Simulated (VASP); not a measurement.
Write the native input for VASP 6.6.1 that does the following.

| Property | Result |
| --- | --- |
| Task | single point |
| Functional | r2SCAN |
| Potentials or basis | VASP PAW PBE potentials, release 64 (Al, Cu) |
| Cutoff | 520 eV |
| k mesh | 18 × 18 × 6 |
| Occupations | gaussian, width 0.15 eV |
| Spin | no spin polarisation |
| Dipole correction | no |
| Further INCAR settings | ALGO = Normal; EDIFF = 1e-06; NBANDS = 18 |

Al3Cu:

```
Al Cu
1.0
     2.77378    0.00000    0.00000
     0.00000    2.77378    0.00000
     0.00000    0.00000    7.59186
Al Cu
3 1
Direct
  0.00000 0.00000 0.50000
  0.50000 0.50000 0.22264
  0.50000 0.50000 0.77736
  0.00000 0.00000 0.97366
```

This cell differs from its parent crystal: atom 4 (Cu) moved -0.200 Å along Cartesian [0 0 1].

The input as run:

POSCAR

```
Al3Cu
1.0
    2.7737808638      0.0000000000      0.0000000000
    0.0000000000      2.7737808638      0.0000000000
    0.0000000000      0.0000000000      7.5918631133
Al Cu
3 1
Direct
    0.0000000000      0.0000000000      0.5000000000
    0.5000000000      0.5000000000      0.2226430006
    0.5000000000      0.5000000000      0.7773569994
    0.0000000000      0.0000000000     -0.0263439945
```

INCAR.step1

```
PREC = Accurate
ENCUT = 520
ISMEAR = 0
SIGMA = 0.15
LREAL = False
LASPH = True
NELM = 80
NBANDS = 18
GGA = PE
ALGO = Normal
EDIFF = 1E-4
LWAVE = True
LCHARG = False
```

INCAR.step2

```
PREC = Accurate
ENCUT = 520
EDIFF = 1E-6
ISMEAR = 0
SIGMA = 0.15
LREAL = False
LASPH = True
NELM = 80
ALGO = Normal
ISIF = 2
LWAVE = False
LCHARG = False
METAGGA = R2SCAN
LMIXTAU = True
NBANDS = 18
ISTART = 1
```

KPOINTS

```
regular mesh
0
Gamma
  18 18 6
```

Potentials or basis: VASP PAW PBE potentials, release 64 (Al, Cu).

Run with:

```sh
$ cat potpaw_PBE.64/Al/POTCAR potpaw_PBE.64/Cu/POTCAR > POTCAR
$ cp INCAR.step1 INCAR
$ mpirun -np 1 vasp_std > vasp.out
$ cp INCAR.step2 INCAR
$ mpirun -np 1 vasp_std > vasp.out
```

Results of the run:

The pressure is 1.0 GPa. The largest force is 1.272 eV/Å and the band gap on the k mesh is zero (band 10 reaches 12.97 eV, above the bottom of band 11 at 6.52 eV).

Caveat: the cell differs from its parent crystal (atom 4 (Cu) moved -0.200 Å along Cartesian [0 0 1]); the PAW data sets were made with another functional, which shifts forces and pressure a little.

It took 14 min on 1 thread of Intel(R) Xeon(R) Platinum 8259CL CPU @ 2.50GHz (Skylake/Cascade Lake), with other jobs on the host, peak memory 0.33 GiB.
